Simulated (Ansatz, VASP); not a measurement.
**MgO: VASP beside Ansatz**

INCAR

```
SYSTEM = MgO
PREC = Accurate
ENCUT = 520
EDIFF = 1E-6
ISMEAR = 0
SIGMA = 0.05
LREAL = .False.
LASPH = .True.
NELM = 80
ALGO = Normal
ISIF = 2
LWAVE = .False.
LCHARG = .False.
GGA = PE
NBANDS = 11
```

KPOINTS

```
Automatic mesh
0
Gamma
  10 10 10
  0 0 0
```

POSCAR

```
MgO
1.0
    0.0000000000      2.1351500000      2.1351500000
    2.1351500000      0.0000000000      2.1351500000
    2.1351500000      2.1351500000      0.0000000000
Mg O
1 1
Direct
    0.0000000000      0.0000000000      0.0000000000
    0.5029271948      0.5029271948      0.4970728052
```

Input for Ansatz:

```yaml
crystal:
  lattice:
    - [0.0, 2.13515, 2.13515]
    - [2.13515, 0.0, 2.13515]
    - [2.13515, 2.13515, 0.0]
  atoms:
    - { symbol: Mg, position: [0.0, 0.0, 0.0] }
    - { symbol: O, position: [0.5029271948, 0.5029271948, 0.4970728052] }
basis:
  ecutwfc: 420
kpoints:
  mp_grid: { grid: [10, 10, 10] }
hamiltonian:
  xc: pbe
scf:
  occupations: { method: gaussian, width: 0.05 }
output:
  forces: true
  stress: true
  eigenvalues: true
```

Change from the starting cell: all O atoms moved +0.013 Å, as atom 2 along Cartesian [0 0 1].

Alike in both runs: task single point; functional PBE; k mesh 10 × 10 × 10; occupations gaussian, width 0.05 eV; no spin polarisation.

|  | VASP | Ansatz |
| --- | --- | --- |
| version | VASP 6.6.1 | Ansatz 0.2.0 |
| potentials or method | VASP PAW PBE potentials, release 64 (Mg, O), cutoff 520 eV | scalar-relativistic, plane waves, PAW |
| valence electrons in the cell | 8 | 16 |

```csv
,VASP,Ansatz,Ansatz less VASP
gap on the k mesh at the Fermi level (eV),4.34,4.35,+0.017
least direct gap on the mesh (eV),4.34,4.35,+0.017
pressure (GPa),-2.4,-1.7,+0.76
rms of the force components (eV/Å),0.033,0.032,-0.0005
```

Atom by atom the forces differ by 0.001 eV/Å (rms over components). With one functional, cell and mesh, what is left measures potentials, basis and numerics. VASP's potentials hold 8 valence electrons a cell and Ansatz's 16, so a difference there can come from the potentials and not from the codes.
